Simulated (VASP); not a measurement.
Be:

```xyz
2
Lattice="0.0000 2.4660 2.4660 2.4660 0.0000 2.4660 2.4660 2.4660 0.0000" Properties=species:S:1:pos:R:3 pbc="T T T"
Be    0.6165    0.6165    0.6165
Be    4.3155    4.3155    4.3155
```

Program: VASP 6.6.1. Alike in all runs: task single point; level r2SCAN; potentials or basis VASP PAW PBE potentials, release 64 (Be); cell as given; cutoff (eV) 520; smearing fermi-dirac 0.1 eV. Hardware: 1 thread of Intel(R) Xeon(R) 6975P-C (Granite Rapids), with other jobs on the host.

Problem. Order these runs on this cell by their wall time, lowest first.
A. spin non-collinear, zero start, SOC; k mesh 11 × 11 × 11
B. spin off; k mesh 18 × 18 × 18
C. spin off; k mesh 12 × 12 × 12

Solution. C (58 s), B (140 s), A (330 s).
